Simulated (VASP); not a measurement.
# Ge2Sb2Te5 (P-3m1) in VASP: a series of runs

The runs below take Ge2Sb2Te5 through single point, relaxation of cell and atoms, with revPBE, RPBE, RPBE+D4.

Program: VASP 6.6.1. These are calculated values, not measurements. Logs are shortened: lines on timing, memory, paths and dates and some standing lists are left out, and cuts for length are marked.

**1. The cell of the first run**

It takes space group P-3m1 (No. 164, trigonal). The conventional cell has a = 4.294 Å, b = 4.294 Å, c = 17.101 Å, α = 90.00°, β = 90.00°, γ = 120.00°. Within 4.0 Å of Te (site symmetry 3m) lie 3 Sb at 3.01 Å and 3 Te at 3.70 Å. Within 3.9 Å of Te (site symmetry 3m) lie 3 Ge at 3.00 Å and 3 Sb at 3.20 Å. Te (site symmetry -3m) has 6 Ge at 3.04 Å within 4.0 Å. Sb (site symmetry 3m) has 6 Te at 3.01 to 3.20 Å within 4.0 Å. Within 3.9 Å of Ge (site symmetry 3m) lie 6 Te at 3.00 to 3.04 Å.

**2. Single point, revPBE**

INCAR

```
SYSTEM = Ge2Sb2Te5
  ALGO = Normal
  EDIFF = 1E-6
  ENCUT = 520
  GGA = RE
  ISIF = 2
  ISMEAR = -1
  LASPH = .TRUE.
  LCHARG = .FALSE.
  LREAL = .FALSE.
  LWAVE = .FALSE.
  NBANDS = 44
  NELM = 60
  PREC = Accurate
  SIGMA = 0.05
```

KPOINTS

```
k-points
0
G
  7 7 2
  0 0 0
```

POSCAR

```
Ge2Sb2Te5
1.0
    4.2940644248      0.0000000000      0.0000000000
   -2.1470322124      3.7187688774      0.0000000000
    0.0000000000      0.0000000000     17.1013460000
Te Sb Ge
5 2 2
Direct
    0.6666666667      0.3333333333      0.4198920000
    0.3333333333      0.6666666667      0.5801080000
    0.3333333333      0.6666666667      0.2015420000
    0.6666666667      0.3333333333      0.7984580000
    0.0000000000      0.0000000000      0.0000000000
    0.0000000000      0.0000000000      0.3200680000
    0.0000000000      0.0000000000      0.6799320000
    0.6666666667      0.3333333333      0.1028950000
    0.3333333333      0.6666666667      0.8971050000
```

Potentials or basis: VASP PAW PBE potentials, release 64 (Te, Sb, Ge_d).

Command:

```sh
> cat potpaw_PBE.64/Te/POTCAR potpaw_PBE.64/Sb/POTCAR potpaw_PBE.64/Ge_d/POTCAR > POTCAR
> mpirun -np 1 vasp_std > vasp.out
```

OUTCAR:

```text
SYSTEM = Ge2Sb2Te5
   EDIFF = 1E-6
   ENCUT = 520
   GGA = RE
   ISIF = 2
   ISMEAR = -1
   LASPH = .TRUE.
   LREAL = .FALSE.
   NELM = 60
   PREC = Accurate

 ion  position               nearest neighbor table
   1  0.667  0.333  0.420-   6 3.01   6 3.01   6 3.01
   2  0.333  0.667  0.580-   7 3.01   7 3.01   7 3.01
   3  0.333  0.667  0.202-   8 3.00   8 3.00   8 3.00   6 3.20   6 3.20   6 3.20
   4  0.667  0.333  0.798-   9 3.00   9 3.00   9 3.00   7 3.20   7 3.20   7 3.20
   5  0.000  0.000  0.000-   8 3.04   9 3.04   8 3.04   9 3.04   8 3.04   9 3.04
   6  0.000  0.000  0.320-   1 3.01   1 3.01   1 3.01   3 3.20   3 3.20   3 3.20
   7  0.000  0.000  0.680-   2 3.01   2 3.01   2 3.01   4 3.20   4 3.20   4 3.20
   8  0.667  0.333  0.103-   3 3.00   3 3.00   3 3.00   5 3.04   5 3.04   5 3.04
   9  0.333  0.667  0.897-   4 3.00   4 3.00   4 3.00   5 3.04   5 3.04   5 3.04

  LATTYP: Found a hexagonal cell.
 ALAT       =     4.2940644248
 C/A-ratio  =     3.9825545936

  Lattice vectors:

 A1 = (   4.2940644248,   0.0000000000,   0.0000000000)
 A2 = (  -2.1470322124,   3.7187688774,   0.0000000000)
 A3 = (   0.0000000000,   0.0000000000,  17.1013460000)

Analysis of symmetry for initial positions (statically):
=====================================================================
 Subroutine PRICEL returns:
 Original cell was already a primitive cell.

 Routine SETGRP: Setting up the symmetry group for a
 hexagonal supercell.

 Subroutine GETGRP returns: Found 12 space group operations
 (whereof 12 operations were pure point group operations)
 out of a pool of 24 trial point group operations.

The static configuration has the point symmetry D_3d.

Analysis of symmetry for dynamics (positions and initial velocities):
=====================================================================
 Subroutine PRICEL returns:
 Original cell was already a primitive cell.

 Routine SETGRP: Setting up the symmetry group for a
 hexagonal supercell.

 Subroutine GETGRP returns: Found 12 space group operations
 (whereof 12 operations were pure point group operations)
 out of a pool of 24 trial point group operations.

The dynamic configuration has the point symmetry D_3d.

 Subroutine INISYM returns: Found 12 space group operations
 (whereof 12 operations are pure point group operations),
 and found     1 'primitive' translations

----------------------------------------------------------------------------------------

                                     Primitive cell

  volume of cell :     273.0851

  direct lattice vectors                    reciprocal lattice vectors
     4.294064425  0.000000000  0.000000000     0.232879599  0.134453099  0.000000000
    -2.147032212  3.718768877  0.000000000     0.000000000  0.268906198  0.000000000
     0.000000000  0.000000000 17.101346000     0.000000000  0.000000000  0.058474929

  length of vectors
     4.294064425  4.294064425 17.101346000     0.268906198  0.268906198  0.058474929

  position of ions in fractional coordinates (direct lattice)
     0.666666667  0.333333333  0.419892000
     0.333333333  0.666666667  0.580108000
     0.333333333  0.666666667  0.201542000
     0.666666667  0.333333333  0.798458000
     0.000000000  0.000000000  0.000000000
     0.000000000  0.000000000  0.320068000
     0.000000000  0.000000000  0.679932000
     0.666666667  0.333333333  0.102895000
     0.333333333  0.666666667  0.897105000

  ion indices of the primitive-cell ions
   primitive index   ion index
                 1           1
                 2           2
                 3           3
                 4           4
                 5           5
                 6           6
                 7           7
                 8           8
                 9           9

----------------------------------------------------------------------------------------

 KPOINTS: k-points

Automatic generation of k-mesh.
 Grid dimensions read from file:
 generate k-points for:    7    7    2

 Generating k-lattice:

  Cartesian coordinates                     Fractional coordinates (reciprocal lattice)
     0.033268514  0.019207586  0.000000000     0.142857143  0.000000000  0.000000000
     0.000000000  0.038415171  0.000000000     0.000000000  0.142857143  0.000000000
     0.000000000  0.000000000  0.029237465     0.000000000  0.000000000  0.500000000

  Length of vectors
     0.038415171  0.038415171  0.029237465

  Shift w.r.t. Gamma in fractional coordinates (k-lattice)
     0.000000000  0.000000000  0.000000000

 Subroutine IBZKPT returns following result:
 ===========================================

 Found     16 irreducible k-points:

 Following reciprocal coordinates:
            Coordinates               Weight
  0.000000  0.000000  0.000000      1.000000
  0.142857  0.000000  0.000000      6.000000
  0.285714  0.000000  0.000000      6.000000
  0.428571 -0.000000  0.000000      6.000000
  0.142857  0.142857  0.000000      6.000000
  0.285714  0.142857  0.000000     12.000000
[... 8 lines left out ...]
  0.428571  0.142857  0.500000      6.000000
  0.285714  0.285714  0.500000      6.000000
   k-points           NKPTS =     16   k-points in BZ     NKDIM =     16   number of bands    NBANDS=     44
   number of dos      NEDOS =    301   number of ions     NIONS =      9
   total plane-waves  NPLWV = 131072
   dimension x,y,z NGX =    32 NGY =   32 NGZ =  128
   dimension x,y,z NGXF=    64 NGYF=   64 NGZF=  256
   ions per type =               5   2   2
   NGX,Y,Z   is equivalent  to a cutoff of  12.39, 12.39, 12.44 a.u.
   NGXF,Y,Z  is equivalent  to a cutoff of  24.78, 24.78, 24.89 a.u.
 SYSTEM =  Ge2Sb2Te5
   PREC   = accura    normal or accurate (medium, high low for compatibility)
   ISTART =      0    job   : 0-new  1-cont  2-samecut
   ICHARG =      2    charge: 1-file 2-atom 10-const
   ISPIN  =      1    spin polarized calculation?
   LNONCOLLINEAR =      F non collinear calculations
   LSORBIT =      F    spin-orbit coupling
   LASPH  =      T    aspherical Exc in radial PAW
   ENCUT  =  520.0 eV  38.22 Ry    6.18 a.u.   7.98  7.98 31.80*2*pi/ulx,y,z
   NELM   =     60;   NELMIN=  2; NELMDL= -5     # of ELM steps
   EDIFF  = 0.1E-05   stopping-criterion for ELM
   LREAL  =      F    real-space projection
   EDIFFG = 0.1E-04   stopping-criterion for IOM
   NSW    =      0    number of steps for IOM
   IBRION =     -1    ionic relax: 0-MD 1-quasi-New 2-CG
   NFREE  =      0    steps in history (QN), initial steepest desc. (CG)
   ISIF   =      2    stress and relaxation
   ISYM   =      2    0-nonsym 1-usesym 2-fastsym
   POTIM  = 0.5000    time-step for ionic-motion
   TEBEG  =    0.0;   TEEND  =   0.0 temperature during run
   PSTRESS=    0.0 pullay stress
   NELECT =      68.0000    total number of electrons
   NUPDOWN=      -1.0000    fix difference up-down
   EMIN   =  10.00;   EMAX   =-10.00  energy-range for DOS
   EFERMI =   0.00;   METHOD = LEGACY
   ISMEAR =    -1;   SIGMA  =   0.05  broadening in eV -4-tet -1-fermi 0-gaus
   EFERMI_NEDOS =   21; number of points for ismear=-14 and -15
   IALGO  =     38    algorithm
   IMIX   =      4    mixing-type and parameters
     AMIX     =   0.40;   BMIX     =  1.00
     AMIX_MAG =   1.60;   BMIX_MAG =  1.00
  volume/ion in A,a.u.               =      30.34       204.76
  Fermi-wavevector in a.u.,A,eV,Ry     =   1.029940  1.946304 14.432730  1.060776
  Thomas-Fermi vector in A             =   2.164013
   LORBIT       =      0    0 simple, 1 ext, 2 COOP (PROOUT), +10 PAW based schemes
   GGA     = RE    functional components
   LHFCALC =     F    Hartree Fock is set to
   AEXX    =    0.0000 exact exchange contribution
   IVDW    =     0    specifies the selected vdW correction
   LEPSILON=     F    determine dielectric tensor
   LRPA    =     F    only Hartree local field effects (RPA)
 non-spin polarized calculation
  energy-cutoff  :      520.00
  volume of cell :      273.09
 maximum number of plane-waves:      7382
 NGX is ok and might be reduce to    32
   NGX = 15   NGY = 15   NGZ = 63

 number of electron      67.9999999 magnetization

 Free energy of the ion-electron system (eV)
  ---------------------------------------------------
  ext. energy  EPLUGINS =         0.00000000
  ---------------------------------------------------
  free energy    TOTEN  =       -31.14160918 eV

  energy without entropy =      -31.14049504  energy(sigma->0) =      -31.14105211

 E-fermi :   6.4218     XC(G=0):  -9.3506

 val. band max:        6.3148975780   @ k =   0.0000   0.0000   0.0000
 cond. band min:       6.5808605220   @ k =   0.0000   0.0000   0.0000
 fundamental gap:      0.2659629440
 Fermi energy:         6.4217551158

 k-point     1 :       0.0000    0.0000    0.0000
  band No.  band energies     occupation
      1     -18.7101      2.00000
      2     -18.7101      2.00000
      3     -18.7095      2.00000
      4     -18.7095      2.00000
      5     -18.7065      2.00000
      6     -18.7063      2.00000
[... 36 lines left out ...]
     43       7.9718      0.00000
     44       9.0374      0.00000

 k-point     2 :       0.1429    0.0000    0.0000
  band No.  band energies     occupation
      1     -18.7106      2.00000
      2     -18.7100      2.00000
      3     -18.7098      2.00000
      4     -18.7093      2.00000
      5     -18.7063      2.00000
      6     -18.7061      2.00000
[... 36 lines left out ...]
     43       8.7755      0.00000
     44       9.2604      0.00000

 k-point     3 :       0.2857    0.0000    0.0000
  band No.  band energies     occupation
      1     -18.7116      2.00000
      2     -18.7105      2.00000
      3     -18.7098      2.00000
      4     -18.7089      2.00000
      5     -18.7064      2.00000
      6     -18.7056      2.00000
[... 600 lines left out ...]
     43       9.8473      0.00000
     44      10.1676      0.00000

 k-point    16 :       0.2857    0.2857    0.5000
  band No.  band energies     occupation
      1     -18.7116      2.00000
      2     -18.7109      2.00000
      3     -18.7104      2.00000
      4     -18.7094      2.00000
      5     -18.7056      2.00000
      6     -18.7054      2.00000
[... 36 lines left out ...]
     43       9.9695      0.00000
     44      10.7961      0.00000

------------------------ aborting loop because EDIFF is reached ----------------------------------------

  FORCE on cell =-STRESS in cart. coord.  units (eV):
  Direction    XX          YY          ZZ          XY          YZ          ZX
  --------------------------------------------------------------------------------------
  -------------------------------------------------------------------------------------
  Total        2.1124889      2.1124889      2.2412712      0.0000000      0.0000000      0.0000000
  in kB       12.3938713     12.3938713     13.1494307      0.0000000      0.0000000      0.0000000
  external PRESSURE =      12.6457245 kB  Pullay stress =       0.0000000 kB

 VOLUME and BASIS-vectors are now :
 -----------------------------------------------------------------------------
  energy-cutoff  :      520.00
  volume of cell :      273.09
      direct lattice vectors                 reciprocal lattice vectors
     4.294064425  0.000000000  0.000000000     0.232879599  0.134453099  0.000000000
    -2.147032212  3.718768877  0.000000000     0.000000000  0.268906198  0.000000000
     0.000000000  0.000000000 17.101346000     0.000000000  0.000000000  0.058474929

 POSITION                                       TOTAL-FORCE (eV/Angst)
 -----------------------------------------------------------------------------------
      2.14703      1.23959      7.18072        -0.000000      0.000000     -0.033979
     -0.00000      2.47918      9.92063         0.000000     -0.000000      0.033979
     -0.00000      2.47918      3.44664         0.000000      0.000000     -0.027820
      2.14703      1.23959     13.65471         0.000000     -0.000000      0.027820
      0.00000      0.00000      0.00000         0.000000     -0.000000      0.000000
      0.00000      0.00000      5.47359         0.000000     -0.000000     -0.092104
      0.00000      0.00000     11.62775         0.000000     -0.000000      0.092104
      2.14703      1.23959      1.75964         0.000000     -0.000000     -0.092248
     -0.00000      2.47918     15.34170        -0.000000      0.000000      0.092248
 -----------------------------------------------------------------------------------
    total drift:                               -0.000000      0.000000     -0.000000

  FREE ENERGIE OF THE ION-ELECTRON SYSTEM (eV)
  ---------------------------------------------------
  free  energy   TOTEN  =       -31.1416091770 eV

  energy  without entropy=      -31.1404950449  energy(sigma->0) =      -31.14105211
```

It took 5.5 min on 1 thread of AMD EPYC 7R43 (Zen 3), shared host; peak memory 0.39 GiB.

What came out:

```yaml
Free_energy: -31.1416 eV
Pressure: 1.3 GPa
Largest_force: 0.092 eV/Å
Band_gap_on_the_k_mesh: 0.27 eV
```

Forces on the atoms (eV/Å):
```
Te   0.000  0.000 -0.034
Te   0.000  0.000  0.034
Te   0.000  0.000 -0.028
Te   0.000  0.000  0.028
Te   0.000  0.000  0.000
Sb   0.000  0.000 -0.092
Sb   0.000  0.000  0.092
Ge   0.000  0.000 -0.092
Ge   0.000  0.000  0.092
```

Stress tensor (GPa, compression positive):
```
1.24 0.00 0.00
0.00 1.24 0.00
0.00 0.00 1.31
```

Levels at points of the mesh, in eV from the valence-band top:
| k point | band 31 | band 32 | band 33 | band 34 | band 35 | band 36 | band 37 | band 38 |
| --- | --- | --- | --- | --- | --- | --- | --- | --- |
| (0.00, 0.00, 0.00) | -1.29 | -1.15 | -0.83 | 0.00 | 0.27 | 0.27 | 0.34 | 0.90 |
| (0.00, 0.00, 0.50) | -1.37 | -1.37 | -0.69 | -0.13 | 0.49 | 0.49 | 0.56 | 0.56 |

Caveat: the PAW data sets were made with another functional, which shifts forces and pressure a little; spin-orbit coupling is left out, which moves the levels of the heavy elements; an odd mesh through Γ misses points on the zone boundary, where band edges can lie.

[end of part 1 of 2]
